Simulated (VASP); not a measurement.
# ReAgF6: single point with r2SCAN

The system is ReAgF6.

```
F Re Ag
1.0
     3.56899    2.06056    2.37107
    -3.56899    2.06056    2.37107
     0.00000   -4.12112    2.37108
F Re Ag
6 1 1
Direct
  0.22319 0.92149 0.33165
  0.33165 0.22319 0.92149
  0.92149 0.33165 0.22319
  0.77681 0.07851 0.66835
  0.66835 0.77681 0.07851
  0.07851 0.66835 0.77681
  0.00000 0.00000 0.00000
  0.50000 0.50000 0.50000
```

```json
{
 "Program": "VASP 6.6.1",
 "Task": "single point",
 "Functional": "r2SCAN",
 "Potentials or basis": "VASP PAW PBE potentials, release 64 (F, Re, Ag)",
 "Cutoff": "520 eV",
 "k mesh": "4 × 4 × 4",
 "Occupations": "fermi-dirac, width 0.1 eV",
 "Spin": "no spin polarisation"
}
```

| Quantity | Value |
| --- | --- |
| Pressure | 2.2 GPa |
| Largest force | 0.474 eV/Å |
| Band gap on the k mesh | zero (bands 30 and 31 overlap by 0.15 eV) |

Forces in eV/Å, atoms in the order of the input:
```
F    0.273 -0.269  0.279
F    0.096  0.371  0.279
F   -0.370 -0.102  0.279
F   -0.273  0.269 -0.279
F   -0.096 -0.371 -0.279
F    0.370  0.102 -0.279
Re   0.000  0.000  0.000
Ag   0.000  0.000  0.000
```

Stress tensor (GPa, compression positive):
```
2.10 0.00 0.00
0.00 2.10 0.00
0.00 0.00 2.47
```

Levels at points of the mesh, in eV from the Fermi level:
```tsv
k point	band 26	band 27	band 28	band 29	band 30	band 31	band 32	band 33
(0.00, 0.00, 0.00)	-2.68	-2.56	-2.47	-2.47	0.15	0.15	0.19	1.84
(0.50, 0.00, 0.00)	-2.59	-2.52	-2.41	-2.39	0.00	0.12	0.14	3.16
(0.50, 0.50, 0.00)	-2.76	-2.60	-2.54	-2.51	-0.11	0.07	0.20	3.13
(0.50, 0.50, 0.50)	-2.74	-2.68	-2.40	-2.40	-0.04	0.01	0.01	3.97
```

It took 8 min on 1 thread of AMD EPYC 7571, on a shared host, peak memory 0.21 GiB.

Caveat: the PAW data sets were made with another functional, which shifts forces and pressure a little; spin-orbit coupling is left out, which moves the levels of the heavy elements.
